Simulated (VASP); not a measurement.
Input of a VASP 6.6.1 run:

File INCAR:

```
ALGO = Normal
EDIFF = 1E-7
ENCUT = 520
GGA = PS
ISIF = 2
ISMEAR = 1
LASPH = True
LCHARG = False
LREAL = False
LWAVE = False
NBANDS = 19
NELM = 80
PREC = Accurate
SIGMA = 0.05
```

Contents of KPOINTS:

```
k-points
0
Gamma
  6 6 5
```

File POSCAR:

```
Zr
1.0
    4.2283400000     -2.3400000000      0.0000000000
    4.2283400000      2.3400000000      0.0000000000
    0.0000000000      0.0000000000      4.6075200000
Zr
2
Direct
    0.2339600000      0.7660400000      0.7500000000
    0.7660400000      0.2339600000      0.2500000000
```

Potentials or basis: VASP PAW PBE potentials, release 64 (Zr_sv).

Command:

```bash
$ cat potpaw_PBE.64/Zr_sv/POTCAR > POTCAR
$ mpirun -np 1 vasp_std > vasp.out
```

Task: Predict the band gap on the k mesh.

Result: Zero (bands 12 and 13 overlap by 0.56 eV).

Task: Predict the pressure.

Result: -14.3 GPa.

Forces in eV/Å, atoms in the order of the input:
```
Zr   0.000 -0.382  0.000
Zr   0.000  0.382  0.000
```

Caveat: the cell stands under tension; the PAW data sets were made with another functional, which shifts forces and pressure a little.
